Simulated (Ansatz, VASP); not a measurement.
## Two plane-wave programs on CaH8

```
Ca H
1.0
     0.00000    3.26745    3.26745
     3.26745    0.00000    3.26745
     3.26745    3.26745    0.00000
Ca H
1 8
Cartesian
  3.2675 3.2675 3.2675
  4.3398 4.3398 4.3398
  2.1951 2.1951 4.3398
  2.1951 4.3398 2.1951
  4.3398 2.1951 2.1951
  4.3398 4.3398 2.1951
  2.1951 2.1951 2.1951
  4.3398 2.1951 4.3398
  2.1951 4.3398 4.3398
```

Alike in both runs: task single point; functional PBE; k mesh 4 × 4 × 4; occupations gaussian, width 0.1 eV; no spin polarisation.

|  | VASP | Ansatz |
| --- | --- | --- |
| version | VASP 6.6.1 | Ansatz 0.2.0 |
| potentials or method | VASP PAW PBE potentials, release 64 (Ca_sv, H), cutoff 520 eV | scalar-relativistic, plane waves, PAW |
| valence electrons in the cell | 18 | 18 |

```csv
,VASP,Ansatz,Ansatz less VASP
gap on the k mesh at the Fermi level (eV),none,none,-
pressure (GPa),11.9,12.0,+0.13
rms of the force components (eV/Å),1.011,1.006,-0.0052
```

Atom by atom the forces differ by 0.005 eV/Å (rms over components). A gap of «none» marks a metal or a gap that the smearing closes.

The k mesh is coarse, so the values compare programs but aren't converged.
